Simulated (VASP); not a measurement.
CuO (Tenorite):

```
Cu O
1.0
     2.29404   -1.67637    0.00000
     2.29404    1.67637    0.00000
    -0.83268    0.00000    4.95462
Cu O
2 2
Direct
  0.50000 0.00000 0.50000
  0.00000 0.50000 0.00000
  0.41840 0.58160 0.75000
  0.58160 0.41840 0.25000
```

Base run:

- Program: VASP 6.6.1
- Functional: SVWN5
- Potentials or basis: VASP PAW PBE potentials, release 64 (Cu, O)
- Cutoff: 520 eV
- k mesh: 10 × 10 × 5
- Occupations: fermi-dirac, width 0.05 eV
- Spin: no spin polarisation

Its results: band gap on the k mesh zero (band 17 reaches 6.40 eV, above the bottom of band 18 at 5.79 eV); pressure 2.8 GPa; largest force 0.227 eV/Å.

Task: The run is repeated on the same cell with these changes: functional from SVWN5 to BLYP. What comes out?

Result: Band gap on the k mesh zero (band 17 reaches 7.20 eV, above the bottom of band 18 at 6.61 eV); pressure 27.9 GPa; largest force 0.052 eV/Å.

BLYP binds less tightly than SVWN5, so the same cell stands under more pressure.

Caveats: the PAW data sets were made with another functional, which shifts forces and pressure a little; semilocal functionals often make such compounds metallic where correlation or magnetic order opens a gap, which also shifts bond lengths.
